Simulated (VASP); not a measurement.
# InP (I4/mmm) in VASP: a series of runs

InP is run at these levels: PBE; tasks: single point.

All numbers are computed with VASP 6.6.1; they aren't measurements. Logs are shortened: lines on timing, memory, paths and dates and some standing lists are left out, and cuts for length are marked.

## Step 1: The cell of the first run

It takes space group I4/mmm (No. 139, tetragonal). Conventional cell: a = 3.935 Å, b = 3.935 Å, c = 5.345 Å, α = 90.00°, β = 90.00°, γ = 90.00°. Within 3.5 Å of In (site symmetry 4/mmm) lie 6 P at 2.67 to 2.78 Å. Within 3.5 Å of P (site symmetry 4/mmm) lie 6 In at 2.67 to 2.78 Å.

## Step 2: Single point, PBE (20.69 Å³/atom)

File INCAR:

```
PREC = Accurate
ENCUT = 520
EDIFF = 1E-6
ISMEAR = 0
SIGMA = 0.15
LREAL = F
LASPH = T
NELM = 80
ALGO = Normal
ISIF = 2
LWAVE = F
LCHARG = F
GGA = PE
NBANDS = 16
```

File KPOINTS:

```
regular mesh
0
Gamma
  20 20 20
```

File POSCAR:

```
InP
1.0
    0.0000000000      2.7823577255      2.6727328311
    2.7823577255      0.0000000000      2.6727328311
    2.7823577255      2.7823577255      0.0000000000
In P
1 1
Direct
    0.0000000000      0.0000000000      0.0000000000
    0.5000000000      0.5000000000      0.5000000000
```

Potentials or basis: VASP PAW PBE potentials, release 64 (In_d, P).

Command:

```console
cat potpaw_PBE.64/In_d/POTCAR potpaw_PBE.64/P/POTCAR > POTCAR
mpirun -np 1 vasp_std > vasp.out
```

OUTCAR:

```text
PREC = Accurate
   ENCUT = 520
   EDIFF = 1E-6
   ISMEAR = 0
   LREAL = F
   LASPH = T
   NELM = 80
   ISIF = 2
   GGA = PE

 ion  position               nearest neighbor table
   1  0.000  0.000  0.000-   2 2.67   2 2.67   2 2.78   2 2.78   2 2.78   2 2.78
   2  0.500  0.500  0.500-   1 2.67   1 2.67   1 2.78   1 2.78   1 2.78   1 2.78

  LATTYP: Found a body centered tetragonal cell.
 ALAT       =     3.9348480308
 C/A-ratio  =     1.3584935480

  Lattice vectors:

 A1 = (   0.0000000000,  -2.7823577255,  -2.6727328311)
 A2 = (   0.0000000000,   2.7823577255,  -2.6727328311)
 A3 = (   2.7823577255,   0.0000000000,   2.6727328311)

Analysis of symmetry for initial positions (statically):
=====================================================================
 Subroutine PRICEL returns:
 Original cell was already a primitive cell.

 Routine SETGRP: Setting up the symmetry group for a
 body centered tetragonal supercell.

 Subroutine GETGRP returns: Found 16 space group operations
 (whereof 16 operations were pure point group operations)
 out of a pool of 16 trial point group operations.

The static configuration has the point symmetry D_4h.

Analysis of symmetry for dynamics (positions and initial velocities):
=====================================================================
 Subroutine PRICEL returns:
 Original cell was already a primitive cell.

 Routine SETGRP: Setting up the symmetry group for a
 body centered tetragonal supercell.

 Subroutine GETGRP returns: Found 16 space group operations
 (whereof 16 operations were pure point group operations)
 out of a pool of 16 trial point group operations.

The dynamic configuration has the point symmetry D_4h.

 Subroutine INISYM returns: Found 16 space group operations
 (whereof 16 operations are pure point group operations),
 and found     1 'primitive' translations

----------------------------------------------------------------------------------------

                                     Primitive cell

  volume of cell :      41.3820

  direct lattice vectors                    reciprocal lattice vectors
     0.000000000  2.782357725  2.672732831    -0.179703708  0.179703708  0.187074441
     2.782357725  0.000000000  2.672732831     0.179703708 -0.179703708  0.187074441
     2.782357725  2.782357725  0.000000000     0.179703708  0.179703708 -0.187074441

  length of vectors
     3.858110327  3.858110327  3.934848031     0.315568838  0.315568838  0.315568838

  position of ions in fractional coordinates (direct lattice)
[... 79 lines left out ...]
   EDIFF  = 0.1E-05   stopping-criterion for ELM
   LREAL  =      F    real-space projection
   EDIFFG = 0.1E-04   stopping-criterion for IOM
   NSW    =      0    number of steps for IOM
   IBRION =     -1    ionic relax: 0-MD 1-quasi-New 2-CG
   NFREE  =      0    steps in history (QN), initial steepest desc. (CG)
   ISIF   =      2    stress and relaxation
   ISYM   =      2    0-nonsym 1-usesym 2-fastsym
   POTIM  = 0.5000    time-step for ionic-motion
   TEBEG  =    0.0;   TEEND  =   0.0 temperature during run
   PSTRESS=    0.0 pullay stress
   NELECT =      18.0000    total number of electrons
   NUPDOWN=      -1.0000    fix difference up-down
   EMIN   =  10.00;   EMAX   =-10.00  energy-range for DOS
   EFERMI =   0.00;   METHOD = LEGACY
   ISMEAR =     0;   SIGMA  =   0.15  broadening in eV -4-tet -1-fermi 0-gaus
   EFERMI_NEDOS =   21; number of points for ismear=-14 and -15
   IALGO  =     38    algorithm
   IMIX   =      4    mixing-type and parameters
     AMIX     =   0.40;   BMIX     =  1.00
     AMIX_MAG =   1.60;   BMIX_MAG =  1.00
  volume/ion in A,a.u.               =      20.69       139.63
  Fermi-wavevector in a.u.,A,eV,Ry     =   1.240400  2.344017 20.933825  1.538593
  Thomas-Fermi vector in A             =   2.374843
   LORBIT       =      0    0 simple, 1 ext, 2 COOP (PROOUT), +10 PAW based schemes
   GGA     = PE    functional components
   LHFCALC =     F    Hartree Fock is set to
   AEXX    =    0.0000 exact exchange contribution
   IVDW    =     0    specifies the selected vdW correction
   LEPSILON=     F    determine dielectric tensor
   LRPA    =     F    only Hartree local field effects (RPA)
 non-spin polarized calculation
 Gauss-broadening in eV      SIGMA  =   0.15
  energy-cutoff  :      520.00
  volume of cell :       41.38
 maximum number of plane-waves:      1138
 NGX is ok and might be reduce to    30
   NGX = 15   NGY = 15   NGZ = 15

 number of electron      18.0000004 magnetization

 Free energy of the ion-electron system (eV)
  ---------------------------------------------------
  ext. energy  EPLUGINS =         0.00000000
  ---------------------------------------------------
  free energy    TOTEN  =        -7.89586065 eV

  energy without entropy =       -7.88294694  energy(sigma->0) =       -7.88940379

 E-fermi :   7.3694     XC(G=0): -10.5130

 val. band max:        7.3693251580   @ k =  -0.4500   0.0500   0.0000
 cond. band min:       7.3694886335   @ k =   0.3500   0.0500   0.0000
 fundamental gap:      0.0001634755
 Fermi energy:         7.3693833913

 k-point     1 :       0.0000    0.0000    0.0000
  band No.  band energies     occupation
      1      -6.9165      2.00000
      2      -6.8965      2.00000
      3      -6.8871      2.00000
      4      -6.8871      2.00000
      5      -6.8631      2.00000
      6      -4.8465      2.00000
[... 433 lines left out ...]
      3      -6.8879      2.00000
      4      -6.8067      2.00000
      5      -6.8058      2.00000
      6      -3.2688      2.00000
[... 8 lines left out ...]
     15      17.1595      0.00000
     16      18.0928      0.00000

 [... further k-points ...]

------------------------ aborting loop because EDIFF is reached ----------------------------------------

  FORCE on cell =-STRESS in cart. coord.  units (eV):
  Direction    XX          YY          ZZ          XY          YZ          ZX
  --------------------------------------------------------------------------------------
  -------------------------------------------------------------------------------------
  Total        0.1460522      0.1460522      1.5086030      0.0000000      0.0000000      0.0000000
  in kB        5.6546687      5.6546687     58.4082329      0.0000000      0.0000000      0.0000000
  external PRESSURE =      23.2391901 kB  Pullay stress =       0.0000000 kB

 VOLUME and BASIS-vectors are now :
 -----------------------------------------------------------------------------
  energy-cutoff  :      520.00
  volume of cell :       41.38
      direct lattice vectors                 reciprocal lattice vectors
     0.000000000  2.782357725  2.672732831    -0.179703708  0.179703708  0.187074441
     2.782357725  0.000000000  2.672732831     0.179703708 -0.179703708  0.187074441
     2.782357725  2.782357725  0.000000000     0.179703708  0.179703708 -0.187074441

 POSITION                                       TOTAL-FORCE (eV/Angst)
 -----------------------------------------------------------------------------------
      0.00000      0.00000      0.00000         0.000000      0.000000      0.000000
      2.78236      2.78236      2.67273        -0.000000     -0.000000      0.000000
 -----------------------------------------------------------------------------------
    total drift:                               -0.000000      0.000000      0.000000

  FREE ENERGIE OF THE ION-ELECTRON SYSTEM (eV)
  ---------------------------------------------------
  free  energy   TOTEN  =        -7.8958606466 eV

  energy  without entropy=       -7.8829469388  energy(sigma->0) =       -7.88940379
```

OSZICAR:

```text
N       E                     dE             d eps       ncg     rms          rms(c)
DAV:   1     0.109557483735E+03    0.10956E+03   -0.85413E+03 20768   0.134E+03
DAV:   2    -0.153630460275E+01   -0.11109E+03   -0.10619E+03 23208   0.309E+02
DAV:   3    -0.805153296000E+01   -0.65152E+01   -0.64397E+01 26656   0.710E+01
DAV:   4    -0.820762495503E+01   -0.15609E+00   -0.15602E+00 26264   0.112E+01
DAV:   5    -0.821487040459E+01   -0.72454E-02   -0.72453E-02 30328   0.214E+00    0.501E+00
DAV:   6    -0.790793931095E+01    0.30693E+00   -0.53526E-01 31128   0.126E+01    0.288E+00
DAV:   7    -0.789624167106E+01    0.11698E-01   -0.87917E-02 30880   0.256E+00    0.121E+00
DAV:   8    -0.789578788817E+01    0.45378E-03   -0.73443E-03 27104   0.113E+00    0.162E-01
DAV:   9    -0.789583637363E+01   -0.48485E-04   -0.63078E-04 32088   0.420E-01    0.872E-02
DAV:  10    -0.789584828387E+01   -0.11910E-04   -0.50008E-05 25560   0.593E-02    0.474E-02
DAV:  11    -0.789585960424E+01   -0.11320E-04   -0.14080E-05 26864   0.264E-02    0.873E-03
DAV:  12    -0.789586074903E+01   -0.11448E-05   -0.26201E-06 25896   0.256E-02    0.744E-03
DAV:  13    -0.789586064658E+01    0.10245E-06   -0.95429E-08 14832   0.301E-03
   1 F= -.78958606E+01 E0= -.78894038E+01  d E =-.129137E-01
```

Run time: 9 min. Hardware: 1 thread of Intel Xeon 8259CL, shared host; peak memory 0.51 GiB.

What came out:

| Property | Result |
| --- | --- |
| Free energy | -7.8959 eV |
| Pressure | 2.3 GPa |
| Band gap on the k mesh | zero (bands 9 and 10 overlap by 2.86 eV) |

Levels at points of the mesh, in eV from the Fermi level:
| k point | band 5 | band 6 | band 7 | band 8 | band 9 | band 10 | band 11 | band 12 | band 13 | band 14 |
| --- | --- | --- | --- | --- | --- | --- | --- | --- | --- | --- |
| (0.00, 0.00, 0.00) | -14.23 | -12.22 | -0.58 | -0.19 | -0.19 | 0.74 | 7.01 | 7.01 | 7.29 | 8.21 |
| (0.50, 0.00, 0.00) | -14.15 | -10.07 | -6.79 | 0.04 | 0.23 | 2.43 | 3.22 | 3.65 | 5.43 | 11.14 |
| (0.50, 0.50, 0.00) | -14.12 | -8.62 | -5.12 | -2.75 | -2.55 | -2.55 | 3.66 | 9.95 | 9.95 | 10.57 |
| (0.50, 0.00, 0.50) | -14.12 | -9.01 | -5.12 | -2.61 | -2.33 | -2.13 | 3.85 | 9.53 | 10.25 | 10.77 |

Caveat: the stress differs along the axes, from 1 to 6 GPa; spin-orbit coupling is left out, which moves the levels of the heavy elements.

(Part 1 of 2 ends here.)
